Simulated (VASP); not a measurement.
Here is a VASP 6.6.1 calculation.

The input INCAR:

```
PREC     = Accurate       # precision mode
ENCUT    = 520            # plane-wave cutoff, eV
EDIFF    = 1E-7           # SCF threshold, eV
ISMEAR   = 0              # smearing method
SIGMA    = 0.05           # smearing width, eV
LREAL    = F              # projectors in reciprocal space
LASPH    = T              # aspherical terms in the spheres
NELM     = 60             # most SCF steps
ALGO     = Normal         # electronic algorithm
ISIF     = 2              # what is computed and relaxed
LWAVE    = F              # write WAVECAR
LCHARG   = T              # write CHGCAR
GGA      = PE             # functional
IVDW     = 12             # dispersion correction
LELF     = T              # ELF
LVHAR    = T            
NBANDS   = 11             # bands
```

File KPOINTS:

```
Automatic mesh
0
Gamma
  15 15 15
```

Contents of POSCAR:

```
C
1.0
    1.2632929494      0.7293625244      3.4449600376
   -1.2632929494      0.7293625244      3.4449600376
    0.0000000000     -1.4587250488      3.4449600375
C
2
Direct
    0.1741331993      0.1741331993      0.1741331993
    0.8258668007      0.8258668007      0.8258668007
```

Potentials or basis: VASP PAW PBE potentials, release 64 (C).

Run with:

```console
$ cat potpaw_PBE.64/C/POTCAR > POTCAR
$ mpirun -np 1 vasp_std > vasp.out
```

Estimate the band gap on the k mesh.

0.40 eV, direct.

Predict the dispersion energy per atom.

-0.149 eV.

What does it give for the pressure?

-19.1 GPa.

Forces on the atoms (eV/Å):
```
C    0.000  0.000 -2.571
C    0.000  0.000  2.571
```

Caveat: forces of over 1 eV/Å act on the atoms, so gaps and moduli don't describe the material at rest. A k mesh can miss the band edges.
